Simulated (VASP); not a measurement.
Input of a VASP 6.6.1 run:

File INCAR:

```
  PREC = Accurate
  ENCUT = 520
  EDIFF = 1E-6
  ISMEAR = 0
  SIGMA = 0.15
  LREAL = False
  LASPH = True
  NELM = 150
  ALGO = Normal
  ISIF = 2
  LWAVE = False
  LCHARG = False
  ISPIN = 2
  MAGMOM = 0 0 0.5 0.5
  LORBIT = 11
  NUPDOWN = 1.0
  LMAXMIX = 4
  NBANDS = 28
```

KPOINTS

```
Automatic mesh
0
Gamma
  12 12 8
```

Contents of POSCAR:

```
TePt
1.0
    4.2535368066      0.0000000000      0.0000000000
   -2.1267684033      3.6836709304      0.0000000000
    0.0000000000      0.0000000000      5.5764926886
Te Pt
2 2
Direct
    0.3333333333      0.6666666667      0.2500000000
    0.6666666667      0.3333333333      0.7500000000
    0.0000000000      0.0000000000      0.0000000000
    0.0000000000      0.0000000000      0.5000000000
```

Potentials or basis: VASP PAW LDA potentials, release 64 (Te, Pt).

Launch:

```sh
$ cat potpaw_LDA.64/Te/POTCAR potpaw_LDA.64/Pt/POTCAR > POTCAR
$ mpirun -np 1 vasp_std > vasp.out
```

**Question.** Predict the pressure.

**Answer.** -4.6 GPa.

Stress tensor (GPa, compression positive):
```
-4.37  0.00  0.00
 0.00 -4.37  0.00
 0.00  0.00 -4.98
```

Caveat: the total moment is fixed, so each spin has its own Fermi level.
